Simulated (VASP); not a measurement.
# Fe (Im-3m) in VASP: a series of runs, part 2 of 2

VASP 6.6.1.

### Step 3. Relaxation of cell and atoms, LDA, collinear spin, ferromagnetic start

This run uses another cell than the first one, of 12.02 Å³/atom, 1.159 times its volume.

The input, INCAR:

```
PREC = Accurate ; ENCUT = 600
EDIFF = 1E-6 ; ISMEAR = 0
SIGMA = 0.02 ; LREAL = False
LASPH = True ; NELM = 150
ALGO = Normal ; ISIF = 3
LWAVE = False ; LCHARG = False
ISPIN = 2 ; MAGMOM = 3.5
LORBIT = 11 ; LMAXMIX = 4
IBRION = 2 ; NSW = 80
EDIFFG = -0.01
```

The input, KPOINTS:

```
regular mesh
0
Gamma
  10 10 10
```

The input, POSCAR:

```
Fe
1.0
   -1.4430000000      1.4430000000      1.4430000000
    1.4430000000     -1.4430000000      1.4430000000
    1.4430000000      1.4430000000     -1.4430000000
Fe
1
Direct
    0.0000000000      0.0000000000      0.0000000000
```

Potentials or basis: VASP PAW LDA potentials, release 64 (Fe).

The run is started by

```sh
$ cat potpaw_LDA.64/Fe/POTCAR > POTCAR
$ mpirun -np 1 vasp_std > vasp.out
```

OUTCAR:

```text
PREC = Accurate
   ENCUT = 600
   EDIFF = 1E-6
   ISMEAR = 0
   LREAL = False
   LASPH = True
   NELM = 150
   ISIF = 3
   ISPIN = 2
   LORBIT = 11
   IBRION = 2
   NSW = 80
   EDIFFG = -0.01

 ion  position               nearest neighbor table
   1  0.000  0.000  0.000-

  LATTYP: Found a body centered cubic cell.
 ALAT       =     2.8860000000

  Lattice vectors:

 A1 = (  -1.4430000000,   1.4430000000,   1.4430000000)
 A2 = (   1.4430000000,  -1.4430000000,   1.4430000000)
 A3 = (   1.4430000000,   1.4430000000,  -1.4430000000)

Analysis of symmetry for initial positions (statically):
=====================================================================
 Subroutine PRICEL returns:
 Original cell was already a primitive cell.

 Routine SETGRP: Setting up the symmetry group for a
 body centered cubic supercell.

 Subroutine GETGRP returns: Found 48 space group operations
 (whereof 48 operations were pure point group operations)
 out of a pool of 48 trial point group operations.

The static configuration has the point symmetry O_h .

Analysis of symmetry for dynamics (positions and initial velocities):
=====================================================================
 Subroutine PRICEL returns:
 Original cell was already a primitive cell.

 Routine SETGRP: Setting up the symmetry group for a
 body centered cubic supercell.

 Subroutine GETGRP returns: Found 48 space group operations
 (whereof 48 operations were pure point group operations)
 out of a pool of 48 trial point group operations.

The dynamic configuration has the point symmetry O_h .

Analysis of structural, dynamic, and magnetic symmetry:
=====================================================================
 Subroutine PRICEL returns:
 Original cell was already a primitive cell.

 Routine SETGRP: Setting up the symmetry group for a
 body centered cubic supercell.

 Subroutine GETGRP returns: Found 48 space group operations
 (whereof 48 operations were pure point group operations)
 out of a pool of 48 trial point group operations.

The overall configuration has the point symmetry O_h .

 Subroutine INISYM returns: Found 48 space group operations
 (whereof 48 operations are pure point group operations),
 and found     1 'primitive' translations

----------------------------------------------------------------------------------------

                                     Primitive cell

  volume of cell :      12.0187

  direct lattice vectors                    reciprocal lattice vectors
    -1.443000000  1.443000000  1.443000000     0.000000000  0.346500347  0.346500347
     1.443000000 -1.443000000  1.443000000     0.346500347  0.000000000  0.346500347
     1.443000000  1.443000000 -1.443000000     0.346500347  0.346500347  0.000000000

  length of vectors
     2.499349315  2.499349315  2.499349315     0.490025489  0.490025489  0.490025489

  position of ions in fractional coordinates (direct lattice)
     0.000000000  0.000000000  0.000000000

  ion indices of the primitive-cell ions
   primitive index   ion index
                 1           1

----------------------------------------------------------------------------------------

 KPOINTS: regular mesh

Automatic generation of k-mesh.
 Grid dimensions read from file:
 generate k-points for:   10   10   10

[... 55 lines left out ...]
   ISTART =      0    job   : 0-new  1-cont  2-samecut
   ICHARG =      2    charge: 1-file 2-atom 10-const
   ISPIN  =      2    spin polarized calculation?
   LNONCOLLINEAR =      F non collinear calculations
   LSORBIT =      F    spin-orbit coupling
   LASPH  =      T    aspherical Exc in radial PAW
   ENCUT  =  600.0 eV  44.10 Ry    6.64 a.u.   4.99  4.99  4.99*2*pi/ulx,y,z
   NELM   =    150;   NELMIN=  2; NELMDL= -5     # of ELM steps
   EDIFF  = 0.1E-05   stopping-criterion for ELM
   LREAL  =      F    real-space projection
   EDIFFG = -.1E-01   stopping-criterion for IOM
   NSW    =     80    number of steps for IOM
   IBRION =      2    ionic relax: 0-MD 1-quasi-New 2-CG
   NFREE  =      1    steps in history (QN), initial steepest desc. (CG)
   ISIF   =      3    stress and relaxation
   ISYM   =      2    0-nonsym 1-usesym 2-fastsym
   POTIM  = 0.5000    time-step for ionic-motion
   TEBEG  =    0.0;   TEEND  =   0.0 temperature during run
   PSTRESS=    0.0 pullay stress
   NELECT =       8.0000    total number of electrons
   NUPDOWN=      -1.0000    fix difference up-down
   EMIN   =  10.00;   EMAX   =-10.00  energy-range for DOS
   EFERMI =   0.00;   METHOD = LEGACY
   ISMEAR =     0;   SIGMA  =   0.02  broadening in eV -4-tet -1-fermi 0-gaus
   EFERMI_NEDOS =   21; number of points for ismear=-14 and -15
   IALGO  =     38    algorithm
   IMIX   =      4    mixing-type and parameters
     AMIX     =   0.40;   BMIX     =  1.00
     AMIX_MAG =   1.60;   BMIX_MAG =  1.00
  volume/ion in A,a.u.               =      12.02        81.11
  Fermi-wavevector in a.u.,A,eV,Ry     =   1.429394  2.701162 27.798962  2.043166
  Thomas-Fermi vector in A             =   2.549352
   LORBIT       =     11    0 simple, 1 ext, 2 COOP (PROOUT), +10 PAW based schemes
   GGA     = CA    functional components
   LHFCALC =     F    Hartree Fock is set to
   AEXX    =    0.0000 exact exchange contribution
   IVDW    =     0    specifies the selected vdW correction
   LEPSILON=     F    determine dielectric tensor
   LRPA    =     F    only Hartree local field effects (RPA)
 conjugate gradient relaxation of ions
 spin polarized calculation
 Gauss-broadening in eV      SIGMA  =   0.02
  energy-cutoff  :      600.00
  volume of cell :       12.02
 maximum number of plane-waves:       418
   NGX =  9   NGY =  9   NGZ =  9

--------------------------------------- Ionic step        1  -------------------------------------------

 number of electron       7.9999995 magnetization       2.1320751

 Free energy of the ion-electron system (eV)
  ---------------------------------------------------
  ext. energy  EPLUGINS =         0.00000000
  ---------------------------------------------------
  free energy    TOTEN  =        -9.07154309 eV

  energy without entropy =       -9.07098765  energy(sigma->0) =       -9.07126537

------------------------ aborting loop because EDIFF is reached ----------------------------------------

  FORCE on cell =-STRESS in cart. coord.  units (eV):
  Direction    XX          YY          ZZ          XY          YZ          ZX
  --------------------------------------------------------------------------------------
  -------------------------------------------------------------------------------------
  Total       -2.0605058     -2.0605058     -2.0605058      0.0000000      0.0000000      0.0000000
  in kB     -274.6789853   -274.6789853   -274.6789853      0.0000000      0.0000000      0.0000000
  external PRESSURE =    -274.6789853 kB  Pullay stress =       0.0000000 kB
[... 127 lines left out ...]
--------------------------------------- Ionic step        5  -------------------------------------------

 number of electron       7.9999996 magnetization       1.9220126

 Free energy of the ion-electron system (eV)
  ---------------------------------------------------
  ext. energy  EPLUGINS =         0.00000000
  ---------------------------------------------------
  free energy    TOTEN  =        -9.22916659 eV

  energy without entropy =       -9.22892192  energy(sigma->0) =       -9.22904425

 E-fermi :   6.7986     XC(G=0): -13.9549

 val. band max:        6.7958275675   @ k =  -0.4000   0.4000   0.3000
 cond. band min:       6.8103918422   @ k =  -0.4000   0.4000   0.4000
 fundamental gap:      0.0145642747
 Fermi energy:         6.7985941777

 spin component 1

 k-point     1 :       0.0000    0.0000    0.0000
  band No.  band energies     occupation
      1      -2.3527      1.00000
      2       4.2631      1.00000
      3       4.2631      1.00000
      4       4.2631      1.00000
      5       5.8227      1.00000
      6       5.8227      1.00000
      7      32.5088      0.00000
      8      32.5088      0.00000
      9      32.5088      0.00000
     10      38.2907      0.00000
[... 287 lines left out ...]
 k-point    24 :      -0.3000    0.3000    0.1000
  band No.  band energies     occupation
      1       1.0265      1.00000
      2       3.6733      1.00000
      3       3.9914      1.00000
      4       5.3651      1.00000
      5       6.1280      1.00000
      6       6.4299      1.00000
      7      21.4938      0.00000
      8      27.2785      0.00000
      9      28.1003      0.00000
     10      34.6533      0.00000

 [... further k-points ...]

 spin component 2

 k-point     1 :       0.0000    0.0000    0.0000
  band No.  band energies     occupation
      1      -1.9874      1.00000
      2       5.8178      1.00000
      3       5.8178      1.00000
      4       5.8178      1.00000
      5       7.9017      0.00000
      6       7.9017      0.00000
      7      32.6763      0.00000
      8      32.6763      0.00000
      9      32.6763      0.00000
     10      38.7589      0.00000
[... 327 lines left out ...]
  FREE ENERGIE OF THE ION-ELECTRON SYSTEM (eV)
  ---------------------------------------------------
  free  energy   TOTEN  =        -9.2291665914 eV

  energy  without entropy=       -9.2289219176  energy(sigma->0) =       -9.22904425

 reached required accuracy - stopping structural energy minimisation

 total charge

# of ion       s       p       d       tot
------------------------------------------
    1        0.529   0.623   6.337   7.490

 magnetization (x)

# of ion       s       p       d       tot
------------------------------------------
    1       -0.009  -0.037   1.935   1.890
```

Run time: 53 s. Hardware: 1 thread of Intel Xeon Platinum 8488C (Sapphire Rapids), shared host; peak memory 0.13 GiB.

Results:

```yaml
Free_energy: -9.2292 eV
Relaxed_volume: 10.34 Å³/atom
Relaxed_cell: a = 2.377 Å, b = 2.377 Å, c = 2.377 Å, α = 109.47°, β = 109.47°, γ = 109.47°
Space_group_after_relaxing_to_0.05_Å: Im-3m (No. 229)
Energy_gained_by_relaxing: 157.6 meV/atom
Ionic_steps: 5
Pressure_after_relaxing: -0.1 GPa
Net_moment: 1.92 μB per cell
Site_moments: Fe +1.89 μB
Valence_electrons_inside_the_program's_atomic_spheres: Fe 7.49
```

Step by step:
```tsv
step	energy change (eV)	largest force (eV/Å)	pressure (GPa)	volume (Å³)
1	0.0000	0.0000	-27.47	12.02
2	0.1053	0.0000	58.35	8.78
3	-0.1566	0.0000	-2.66	10.47
4	-0.1575	0.0000	-0.67	10.38
5	-0.1576	0.0000	-0.11	10.34
```

Final structure:
```
CELL_PARAMETERS angstrom
-1.37263 1.37263 1.37263
1.37263 -1.37263 1.37263
1.37263 1.37263 -1.37263
ATOMIC_POSITIONS crystal
Fe 0.00000 0.00000 0.00000
```

Levels at points of the mesh, in eV from the Fermi level:
Spin up:
```tsv
k point	band 3	band 4	band 5	band 6	band 7	band 8
(0.00, 0.00, 0.00)	-2.54	-2.54	-0.98	-0.98	25.71	25.71
(0.50, 0.00, 0.00)	-0.94	-0.74	0.34	0.61	8.18	18.97
(0.50, 0.50, 0.50)	0.30	0.30	0.30	10.41	10.41	10.41
```
Spin down:
```csv
k point,band 1,band 2,band 3,band 4,band 5,band 6,band 7,band 8
"(0.00, 0.00, 0.00)",-8.79,-0.98,-0.98,-0.98,1.10,1.10,25.88,25.88
"(0.50, 0.00, 0.00)",-4.43,-2.40,0.71,1.02,1.39,2.42,9.38,19.27
"(0.50, 0.50, 0.50)",-4.01,-4.01,2.07,2.07,2.07,10.86,10.86,10.86
```

Caveat: the volume moved by -14 % from the deposited cell, more than functionals usually miss. LDA usually gives volumes a few per cent too small.
